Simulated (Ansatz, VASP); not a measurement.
C: VASP beside Ansatz

INCAR

```
SYSTEM = C
PREC = Accurate
ENCUT = 520
EDIFF = 1E-6
ISMEAR = -1
SIGMA = 0.03
LREAL = .False.
LASPH = .True.
NELM = 60
ALGO = Normal
ISIF = 2
LWAVE = .False.
LCHARG = .True.
GGA = CA
LELF = .True.
LVHAR = .True.
NBANDS = 11
```

KPOINTS

```
Automatic mesh
0
Gamma
  16 16 16
  0 0 0
```

POSCAR

```
C
1.0
    0.0356680000      1.8012340000      1.8012340000
    1.8012340000      0.0356680000      1.8012340000
    1.8012340000      1.8012340000      0.0356680000
C
2
Direct
    0.5000000000      0.5000000000      0.5000000000
    0.7500000000      0.7500000000      0.7500000000
```

Input for Ansatz:

```yaml
crystal:
  lattice:
    - [0.035668, 1.801234, 1.801234]
    - [1.801234, 0.035668, 1.801234]
    - [1.801234, 1.801234, 0.035668]
  atoms:
    - { symbol: C, position: [0.5, 0.5, 0.5] }
    - { symbol: C, position: [0.75, 0.75, 0.75] }
kpoints:
  mp_grid: { grid: [16, 16, 16] }
  band_path:
    path:
      - [0.0, 0.0, 0.0]
      - [0.5, 0.5, 0.5]
      - [0.2451701269, 0.5, 0.7548298731]
      - [-0.2451701269, 0.2451701269, 0.5]
      - [0.0, 0.0, 0.5]
      - [0.0, 0.0, 0.0]
      - [-0.3725850634, 0.0, 0.3725850634]
      - [0.0, 0.3725850634, 0.6274149366]
      - [0.0, 0.5, 0.5]
    npoints: 5
scf:
  occupations: { method: fermi_dirac, width: 0.03 }
hamiltonian:
  xc: lda
  pseudopotentials: { kind: all_electron, lapw: { basis_error: 0.00025 } }
output:
  forces: true
  stress: true
  eigenvalues: true
```

Change from the starting cell: equal xy, yz and zx shear strains of +2 %.

Alike in both runs: task single point; functional LDA; k mesh 16 × 16 × 16; occupations fermi-dirac, width 0.03 eV; no spin polarisation.

|  | VASP | Ansatz |
| --- | --- | --- |
| version | VASP 6.6.1 | Ansatz 0.2.0 |
| potentials or method | VASP PAW LDA potentials, release 64 (C), cutoff 520 eV | all-electron LAPW, scalar-relativistic |

|  | VASP | Ansatz | Ansatz less VASP |
| --- | --- | --- | --- |
| gap on the k mesh at the Fermi level (eV) | 4.05 | 4.05 | +0.006 |
| pressure (GPa) | -11.0 | -12.4 | -1.35 |
| traceless stress, the component that is largest in VASP (GPa) | -10.94 | -10.90 | +0.047 |
| rms of the force components (eV/Å) | 0.026 | 0.021 | -0.0052 |

LDA's correlation is that of Perdew and Zunger in VASP and of Perdew and Wang (1992) in Ansatz. Atom by atom the forces differ by 0.005 eV/Å (rms over components). Ansatz ran all-electron here, and VASP with PAW potentials.
